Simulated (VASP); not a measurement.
Write the native input for VASP 6.6.1 that does the following.

- Task: single point
- Functional: r2SCAN
- Potentials or basis: VASP PAW PBE potentials, release 64 (W_sv, Se)
- Cutoff: 520 eV
- k mesh: 12 × 12 × 1
- Occupations: gaussian, width 0.02 eV
- Spin: no spin polarisation
- Dipole correction: no
- Further INCAR settings: ALGO = Normal; EDIFF = 1e-07; NBANDS = 49

System: WSe2, a slab with vacuum.

```
CELL_PARAMETERS angstrom
3.31442 0.00000 0.00000
-1.65721 2.87038 0.00000
0.00000 0.00000 29.80009
ATOMIC_POSITIONS crystal
W 0.66667 0.33333 0.00000
W 0.33333 0.66667 0.76994
W 0.33333 0.66667 0.23006
Se 0.33333 0.66667 0.05577
Se 0.66667 0.33333 0.82572
Se 0.66667 0.33333 0.28580
Se 0.33333 0.66667 0.94423
Se 0.66667 0.33333 0.71420
Se 0.66667 0.33333 0.17428
```

One way to write it, as run:

POSCAR

```
WSe2
1.0
    3.3144241877      0.0000000000      0.0000000000
   -1.6572120938      2.8703755455      0.0000000000
    0.0000000000      0.0000000000     29.8000909169
W Se
3 6
Direct
    0.6666666667      0.3333333333      0.0000000000
    0.3333333333      0.6666666667      0.7699395271
    0.3333333333      0.6666666667      0.2300604729
    0.3333333333      0.6666666667      0.0557735250
    0.6666666667      0.3333333333      0.8257181836
    0.6666666667      0.3333333333      0.2857987548
    0.3333333333      0.6666666667      0.9442264750
    0.6666666667      0.3333333333      0.7142012452
    0.6666666667      0.3333333333      0.1742818164
```

INCAR.step1

```
SYSTEM = WSe2
PREC = Accurate ; ENCUT = 520
ISMEAR = 0 ; SIGMA = 0.02
LREAL = .False. ; LASPH = .True.
NELM = 60 ; NBANDS = 49
GGA = PE ; ALGO = Normal
EDIFF = 1E-4 ; LWAVE = .True.
LCHARG = .False.
```

INCAR.step2

```
SYSTEM = WSe2
PREC = Accurate ; ENCUT = 520
EDIFF = 1E-7 ; ISMEAR = 0
SIGMA = 0.02 ; LREAL = .False.
LASPH = .True. ; NELM = 60
ALGO = Normal ; ISIF = 2
LWAVE = .False. ; LCHARG = .False.
METAGGA = R2SCAN ; LMIXTAU = .True.
NBANDS = 49 ; ISTART = 1
```

KPOINTS

```
Automatic mesh
0
Gamma
  12 12 1
  0 0 0
```

Potentials or basis: VASP PAW PBE potentials, release 64 (W_sv, Se).

The run is started by

```console
$ cat potpaw_PBE.64/W_sv/POTCAR potpaw_PBE.64/Se/POTCAR > POTCAR
$ cp INCAR.step1 INCAR
$ mpirun -np 1 vasp_std > vasp.out
$ cp INCAR.step2 INCAR
$ mpirun -np 1 vasp_std > vasp.out
```

Results of the run:

```yaml
Largest_force: 0.041 eV/Å
Band_gap_on_the_k_mesh: 1.51 eV (least direct gap 1.60 eV)
```

Caveat: the PAW data sets were made with another functional, which shifts forces and pressure a little; spin-orbit coupling is left out, which moves the levels of the heavy elements.

Wall time 16 min on 1 thread of Intel(R) Xeon(R) Platinum 8488C (Sapphire Rapids) (shared host), peak memory 0.58 GiB.
